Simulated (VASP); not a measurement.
# Pb (Fm-3m) in VASP: notebook

Pb is run at these levels: PBEsol, PBE, r2SCAN; tasks: single point.

Everything below comes from runs of VASP 6.6.1. Logs are shortened: lines on timing, memory, paths and dates and some standing lists are left out, and cuts for length are marked.

## Step 1: The cell of the first run

It takes space group Fm-3m (No. 225, cubic). Conventional cell: a = 4.936 Å, b = 4.936 Å, c = 4.936 Å, α = 90.00°, β = 90.00°, γ = 90.00°. Within 4.6 Å of Pb (site symmetry m-3m) lie 12 Pb at 3.49 Å.

## Step 2: Single point, PBEsol

Contents of INCAR:

```
SYSTEM = Pb
PREC     = Accurate       ! precision mode
ENCUT    = 500            ! plane-wave cutoff, eV
EDIFF    = 1E-6           ! SCF threshold, eV
ISMEAR   = -1             ! smearing method
SIGMA    = 0.05           ! smearing width, eV
LREAL    = .False.        ! projectors in reciprocal space
LASPH    = .True.         ! aspherical terms in the spheres
NELM     = 120            ! most SCF steps
ALGO     = Normal         ! electronic algorithm
ISIF     = 2              ! what is computed and relaxed
LWAVE    = .False.        ! write WAVECAR
LCHARG   = .False.        ! write CHGCAR
GGA      = PS             ! functional
NBANDS   = 13             ! bands
GGA_COMPAT= .False.
```

Contents of KPOINTS:

```
Automatic mesh
0
Gamma
  9 9 9
  0 0 0
```

Contents of POSCAR:

```
Pb
1.0
    0.0000000000      2.4679610000      2.4679610000
    2.4679610000      0.0000000000      2.4679610000
    2.4679610000      2.4679610000      0.0000000000
Pb
1
Direct
    0.0000000000      0.0000000000      0.0000000000
```

Potentials or basis: VASP PAW PBE potentials, release 64 (Pb_d).

On the command line:

```console
$ cat potpaw_PBE.64/Pb_d/POTCAR > POTCAR
$ mpirun -np 1 vasp_std > vasp.out
```

OUTCAR:

```text
SYSTEM = Pb
   PREC = Accurate
   ENCUT = 500
   EDIFF = 1E-6
   ISMEAR = -1
   LREAL = .False.
   LASPH = .True.
   NELM = 120
   ISIF = 2
   GGA = PS

 ion  position               nearest neighbor table
   1  0.000  0.000  0.000-

  LATTYP: Found a face centered cubic cell.
 ALAT       =     4.9359220000

  Lattice vectors:

 A1 = (   0.0000000000,   2.4679610000,   2.4679610000)
 A2 = (   2.4679610000,   0.0000000000,   2.4679610000)
 A3 = (   2.4679610000,   2.4679610000,   0.0000000000)

Analysis of symmetry for initial positions (statically):
=====================================================================
 Subroutine PRICEL returns:
 Original cell was already a primitive cell.

 Routine SETGRP: Setting up the symmetry group for a
 face centered cubic supercell.

 Subroutine GETGRP returns: Found 48 space group operations
 (whereof 48 operations were pure point group operations)
 out of a pool of 48 trial point group operations.

The static configuration has the point symmetry O_h .

Analysis of symmetry for dynamics (positions and initial velocities):
=====================================================================
 Subroutine PRICEL returns:
 Original cell was already a primitive cell.

 Routine SETGRP: Setting up the symmetry group for a
 face centered cubic supercell.

 Subroutine GETGRP returns: Found 48 space group operations
 (whereof 48 operations were pure point group operations)
 out of a pool of 48 trial point group operations.

The dynamic configuration has the point symmetry O_h .

 Subroutine INISYM returns: Found 48 space group operations
 (whereof 48 operations are pure point group operations),
 and found     1 'primitive' translations

----------------------------------------------------------------------------------------

                                     Primitive cell

  volume of cell :      30.0639

  direct lattice vectors                    reciprocal lattice vectors
     0.000000000  2.467961000  2.467961000    -0.202596394  0.202596394  0.202596394
     2.467961000  0.000000000  2.467961000     0.202596394 -0.202596394  0.202596394
     2.467961000  2.467961000  0.000000000     0.202596394  0.202596394 -0.202596394

  length of vectors
     3.490223918  3.490223918  3.490223918     0.350907248  0.350907248  0.350907248

  position of ions in fractional coordinates (direct lattice)
     0.000000000  0.000000000  0.000000000

  ion indices of the primitive-cell ions
   primitive index   ion index
                 1           1

[... 75 lines left out ...]
   IBRION =     -1    ionic relax: 0-MD 1-quasi-New 2-CG
   NFREE  =      0    steps in history (QN), initial steepest desc. (CG)
   ISIF   =      2    stress and relaxation
   ISYM   =      2    0-nonsym 1-usesym 2-fastsym
   POTIM  = 0.5000    time-step for ionic-motion
   TEBEG  =    0.0;   TEEND  =   0.0 temperature during run
   PSTRESS=    0.0 pullay stress
   NELECT =      14.0000    total number of electrons
   NUPDOWN=      -1.0000    fix difference up-down
   EMIN   =  10.00;   EMAX   =-10.00  energy-range for DOS
   EFERMI =   0.00;   METHOD = LEGACY
   ISMEAR =    -1;   SIGMA  =   0.05  broadening in eV -4-tet -1-fermi 0-gaus
   EFERMI_NEDOS =   21; number of points for ismear=-14 and -15
   IALGO  =     38    algorithm
   IMIX   =      4    mixing-type and parameters
     AMIX     =   0.40;   BMIX     =  1.00
     AMIX_MAG =   1.60;   BMIX_MAG =  1.00
  volume/ion in A,a.u.               =      30.06       202.88
  Fermi-wavevector in a.u.,A,eV,Ry     =   1.268925  2.397920 21.907695  1.610170
  Thomas-Fermi vector in A             =   2.401994
   LORBIT       =      0    0 simple, 1 ext, 2 COOP (PROOUT), +10 PAW based schemes
   GGA     = PS    functional components
   LHFCALC =     F    Hartree Fock is set to
   AEXX    =    0.0000 exact exchange contribution
   IVDW    =     0    specifies the selected vdW correction
   LEPSILON=     F    determine dielectric tensor
   LRPA    =     F    only Hartree local field effects (RPA)
 non-spin polarized calculation
  energy-cutoff  :      500.00
  volume of cell :       30.06
 maximum number of plane-waves:       775
 NGX is ok and might be reduce to    28
   NGX = 13   NGY = 13   NGZ = 13

 number of electron      13.9999999 magnetization

 Free energy of the ion-electron system (eV)
  ---------------------------------------------------
  ext. energy  EPLUGINS =         0.00000000
  ---------------------------------------------------
  free energy    TOTEN  =        -4.01789369 eV

  energy without entropy =       -4.01483049  energy(sigma->0) =       -4.01636209

 E-fermi :   7.0400     XC(G=0): -10.3832

 val. band max:        6.8157312678   @ k =  -0.3333   0.3333   0.1111
 cond. band min:       7.0449389818   @ k =  -0.2222   0.3333   0.1111
 fundamental gap:      0.2292077140
 Fermi energy:         7.0400117332

 k-point     1 :       0.0000    0.0000    0.0000
  band No.  band energies     occupation
      1      -9.7999      2.00000
      2      -9.7999      2.00000
      3      -9.7999      2.00000
      4      -9.6540      2.00000
      5      -9.6540      2.00000
      6      -4.6312      2.00000
      7      14.6750      0.00000
      8      14.6750      0.00000
      9      14.6750      0.00000
     10      16.9650      0.00000
     11      18.6211      0.00000
     12      19.7381      0.00000
     13      19.7381      0.00000
[... 354 lines left out ...]
  band No.  band energies     occupation
      1      -9.9650      2.00000
      2      -9.8705      2.00000
      3      -9.5300      2.00000
      4      -9.4903      2.00000
      5      -9.4903      2.00000
      6       0.0281      2.00000
      7       4.4498      2.00000
      8       9.3445      0.00000
      9       9.3445      0.00000
     10      12.6819      0.00000
     11      13.9146      0.00000
     12      25.5236      0.00000
     13      27.2674      0.00000

 [... further k-points ...]
[... 5 lines left out ...]
  --------------------------------------------------------------------------------------
  -------------------------------------------------------------------------------------
  Total       -0.0546301     -0.0546301     -0.0546301     -0.0000000     -0.0000000      0.0000000
  in kB       -2.9113726     -2.9113726     -2.9113726     -0.0000000     -0.0000000      0.0000000
  external PRESSURE =      -2.9113726 kB  Pullay stress =       0.0000000 kB

 VOLUME and BASIS-vectors are now :
 -----------------------------------------------------------------------------
  energy-cutoff  :      500.00
  volume of cell :       30.06
      direct lattice vectors                 reciprocal lattice vectors
     0.000000000  2.467961000  2.467961000    -0.202596394  0.202596394  0.202596394
     2.467961000  0.000000000  2.467961000     0.202596394 -0.202596394  0.202596394
     2.467961000  2.467961000  0.000000000     0.202596394  0.202596394 -0.202596394

 POSITION                                       TOTAL-FORCE (eV/Angst)
 -----------------------------------------------------------------------------------
      0.00000      0.00000      0.00000         0.000000     -0.000000     -0.000000
 -----------------------------------------------------------------------------------
    total drift:                               -0.000000     -0.000000     -0.000000

  FREE ENERGIE OF THE ION-ELECTRON SYSTEM (eV)
  ---------------------------------------------------
  free  energy   TOTEN  =        -4.0178936913 eV

  energy  without entropy=       -4.0148304936  energy(sigma->0) =       -4.01636209
```

stdout:

```text
POSCAR found type information on POSCAR Pb
 POSCAR found :  1 types and       1 ions
 scaLAPACK will be used
 -----------------------------------------------------------------------------
|                                                                             |
|                                                                             |
|     You enforced a specific xc type in the INCAR file but a different       |
|     I HOPE YOU KNOW WHAT YOU ARE DOING!                                     |
|                                                                             |
 -----------------------------------------------------------------------------

 LDA part: xc-table for (Slater+PW92), standard interpolation
 POSCAR, INCAR and KPOINTS ok, starting setup
 FFT: planning ... GRIDC
 FFT: planning ... GRID_SOFT
 FFT: planning ... GRID
 WAVECAR not read
 entering main loop
```

Wall time 18 s (1 thread of AMD EPYC 7R13, shared host); peak memory 0.13 GiB.

What came out:

```yaml
Free_energy: -4.0179 eV
Pressure: -0.3 GPa
Band_gap_on_the_k_mesh: zero (band 7 reaches 14.68 eV, above the bottom of band 8 at 5.62 eV)
```

Levels at points of the mesh, in eV from the Fermi level:
```
           k point  band 3  band 4  band 5  band 6  band 7  band 8  band 9  band 10  band 11  band 12
(0.00, 0.00, 0.00)  -16.84  -16.69  -16.69  -11.67    7.63    7.63    7.63     9.92    11.58    12.70
```

Caveat: the PAW data sets were made with another functional, which shifts forces and pressure a little; spin-orbit coupling is left out, which moves the levels of the heavy elements.

## Step 3: Single point, PBE

Contents of INCAR:

```
SYSTEM = Pb
ALGO = Normal
EDIFF = 1E-6
ENCUT = 500
GGA = PE
GGA_COMPAT = .FALSE.
ISIF = 2
ISMEAR = -1
LASPH = .TRUE.
LCHARG = .FALSE.
LREAL = .FALSE.
LWAVE = .FALSE.
NBANDS = 13
NELM = 120
PREC = Accurate
SIGMA = 0.05
```

Contents of KPOINTS:

```
k-points
0
G
  9 9 9
  0 0 0
```

POSCAR is that of step 2.

Potentials or basis: VASP PAW PBE potentials, release 64 (Pb_d).

On the command line:

```console
$ cat potpaw_PBE.64/Pb_d/POTCAR > POTCAR
$ mpirun -np 1 vasp_std > vasp.out
```

It took 14 s on 1 thread of AMD EPYC 7R13, shared host; peak memory 0.13 GiB.

The run converged. Its results:

| Item | Value |
| --- | --- |
| Free energy | -3.5663 eV |
| Pressure | 2.7 GPa |
| Band gap on the k mesh | zero (band 7 reaches 14.86 eV, above the bottom of band 8 at 5.82 eV) |

Levels at points of the mesh, in eV from the Fermi level:
```csv
k point,band 5,band 6,band 7,band 8,band 9,band 10
"(0.00, 0.00, 0.00)",-16.79,-11.67,7.63,7.63,7.63,9.91
```

Caveat: spin-orbit coupling is left out, which moves the levels of the heavy elements.

## Step 4: Single point, r2SCAN

POSCAR is that of step 3.

Contents of INCAR.step1:

```
SYSTEM = Pb
PREC     = Accurate       ! precision mode
ENCUT    = 550            ! plane-wave cutoff, eV
ISMEAR   = -1             ! smearing method
SIGMA    = 0.05           ! smearing width, eV
LREAL    = .FALSE.        ! projectors in reciprocal space
LASPH    = .TRUE.         ! aspherical terms in the spheres
NELM     = 120            ! most SCF steps
NBANDS   = 13             ! bands
GGA      = PE             ! functional
ALGO     = Normal         ! electronic algorithm
EDIFF    = 1E-5           ! SCF threshold, eV
LWAVE    = .TRUE.         ! write WAVECAR
LCHARG   = .FALSE.        ! write CHGCAR
GGA_COMPAT= .FALSE.
```

Contents of INCAR.step2:

```
SYSTEM = Pb
PREC     = Accurate       ! precision mode
ENCUT    = 550            ! plane-wave cutoff, eV
EDIFF    = 1E-6           ! SCF threshold, eV
ISMEAR   = -1             ! smearing method
SIGMA    = 0.05           ! smearing width, eV
LREAL    = .FALSE.        ! projectors in reciprocal space
LASPH    = .TRUE.         ! aspherical terms in the spheres
NELM     = 120            ! most SCF steps
ALGO     = Normal         ! electronic algorithm
ISIF     = 2              ! what is computed and relaxed
LWAVE    = .FALSE.        ! write WAVECAR
LCHARG   = .TRUE.         ! write CHGCAR
METAGGA  = R2SCAN         ! meta-GGA
LMIXTAU  = .TRUE.       
LELF     = .TRUE.         ! ELF
LVHAR    = .TRUE.       
NBANDS   = 13             ! bands
ISTART   = 1            
GGA_COMPAT= .FALSE.
```

Contents of KPOINTS:

```
regular mesh
0
G
  9 9 9
  0 0 0
```

On the command line:

```console
$ cat potpaw_PBE.64/Pb_d/POTCAR > POTCAR
$ cp INCAR.step1 INCAR
$ mpirun -np 1 vasp_std > vasp.out
$ cp INCAR.step2 INCAR
$ mpirun -np 1 vasp_std > vasp.out
```

Run time: 94 s. Hardware: 1 thread of AMD EPYC 7R13, shared host; peak memory 0.14 GiB.

The run converged. Its results:

- Free energy: -56.2925 eV
- Pressure: 1.6 GPa
- Band gap on the k mesh: zero (band 7 reaches 15.13 eV, above the bottom of band 8 at 5.66 eV)

Levels at points of the mesh, in eV from the Fermi level:
```csv
k point,band 4,band 5,band 6,band 7,band 8,band 9,band 10,band 11
"(0.00, 0.00, 0.00)",-17.41,-17.41,-12.19,7.98,7.98,7.98,10.60,12.58
```

Caveat: the PAW data sets were made with another functional, which shifts forces and pressure a little; spin-orbit coupling is left out, which moves the levels of the heavy elements.

## Step 5: Summary

| level | cutoff (eV) | gap on the mesh (eV) | pressure (GPa) |
| --- | --- | --- | --- |
| PBEsol | 500 | none | -0.3 |
| PBE | 500 | none | 2.7 |
| r2SCAN | 550 | none | 1.6 |

Alike in all rows: task single point; potentials or basis VASP PAW PBE potentials, release 64 (Pb_d); no spin polarisation; cell as given; k mesh 9 × 9 × 9; smearing fermi-dirac 0.05 eV.

Every run on the cell as given and a fine mesh finds a metal. The pressure there spans -0.3 GPa (PBEsol) to 2.7 GPa (PBE); a positive pressure means that this level wants a larger cell, a negative one a smaller.

Caveats: spin-orbit coupling is left out, which moves the levels of the heavy elements; the PAW data sets were made with another functional, which shifts forces and pressure a little (some runs).

Absolute energies hang on the potentials; compare differences alone.
